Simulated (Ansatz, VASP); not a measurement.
## Two plane-wave programs on InAs

INCAR

```
PREC = Accurate
ENCUT = 500
EDIFF = 1E-6
ISMEAR = -1
SIGMA = 0.02
LREAL = False
LASPH = True
NELM = 120
ALGO = Normal
ISIF = 2
LWAVE = False
LCHARG = False
GGA = RP
NBANDS = 16
GGA_COMPAT = False
```

File KPOINTS:

```
Automatic mesh
0
Gamma
  6 6 6
```

The input POSCAR:

```
InAs
1.0
    0.0000000000      2.9777600000      3.0180000000
    2.9777600000      0.0000000000      3.0180000000
    2.9777600000      2.9777600000      0.0000000000
In As
1 1
Direct
    0.0000000000      0.0000000000      0.0000000000
    0.2500000000      0.2500000000      0.2500000000
```

Input for Ansatz:

```yaml
crystal:
  lattice:
    - [0.0, 2.97776, 3.018]
    - [2.97776, 0.0, 3.018]
    - [2.97776, 2.97776, 0.0]
  atoms:
    - { symbol: In, position: [0.0, 0.0, 0.0] }
    - { symbol: As, position: [0.25, 0.25, 0.25] }
accuracy: low
basis:
  ecutwfc: 420.0
  xc_grid: 3
kpoints:
  mp_grid:
    grid: [6, 6, 6]
hamiltonian:
  xc: rpbe
scf:
  n_extra_bands: 16
  convergence:
    dr2_threshold: 1.0e-08
  occupations:
    method: fermi_dirac
    width: 0.02
output:
  stress: true
```

Alike in both runs: task single point; functional RPBE; k mesh 6 × 6 × 6; occupations fermi-dirac, width 0.02 eV; no spin polarisation.

|  | VASP | Ansatz |
| --- | --- | --- |
| version | VASP 6.6.1 | Ansatz 0.2.0 |
| potentials or method | VASP PAW PBE potentials, release 64 (In_d, As), cutoff 500 eV | plane waves, PAW |
| valence electrons in the cell | 18 | 28 |

```tsv
	VASP	Ansatz	Ansatz less VASP
pressure (GPa)	8.1	8.0	-0.09
traceless stress, the component that is largest in VASP (GPa)	-0.27	-0.27	-0.001
```

VASP's potentials were made for PBE, not for RPBE. With one functional, cell and mesh, what is left measures potentials, basis and numerics. VASP's potentials hold 18 valence electrons a cell and Ansatz's 28, so a difference there can come from the potentials and not from the codes. Ansatz's warnings: stress scf threshold loose.
